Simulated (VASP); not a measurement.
A run of VASP 6.6.1 is set up as follows.

INCAR

```
ALGO     = Fast           # electronic algorithm
EDIFF    = 1E-6           # SCF threshold, eV
ENCUT    = 520            # plane-wave cutoff, eV
GGA      = PE             # functional
ISIF     = 2              # what is computed and relaxed
ISMEAR   = 0              # smearing method
LASPH    = True           # aspherical terms in the spheres
LCHARG   = True           # write CHGCAR
LELF     = True           # ELF
LREAL    = False          # projectors in reciprocal space
LVHAR    = True         
LWAVE    = False          # write WAVECAR
NBANDS   = 18             # bands
NELM     = 100            # most SCF steps
PREC     = Accurate       # precision mode
SIGMA    = 0.15           # smearing width, eV
```

KPOINTS

```
k-points
0
Gamma
  18 18 10
```

File POSCAR:

```
Sc
1.0
    3.2053294912      0.0000000000      0.0000000000
   -1.6026647456      2.7758967669      0.0000000000
    0.0000000000      0.0000000000      5.6135925833
Sc
2
Direct
    0.3333333333      0.6666666667      0.2500000000
    0.6666666667      0.3333333333      0.7500000000
```

Potentials or basis: VASP PAW PBE potentials, release 64 (Sc_sv).

Run with:

```console
$ cat potpaw_PBE.64/Sc_sv/POTCAR > POTCAR
$ mpirun -np 1 vasp_std > vasp.out
```

Problem. Predict the pressure.

Solution. -0.2 GPa.

Problem. Estimate the band gap on the k mesh.

Solution. Zero (band 11 reaches 4.15 eV, above the bottom of band 12 at 3.28 eV).

Stress tensor (GPa, compression positive):
```
 2.42  0.00  0.00
 0.00  2.42  0.00
 0.00  0.00 -5.50
```
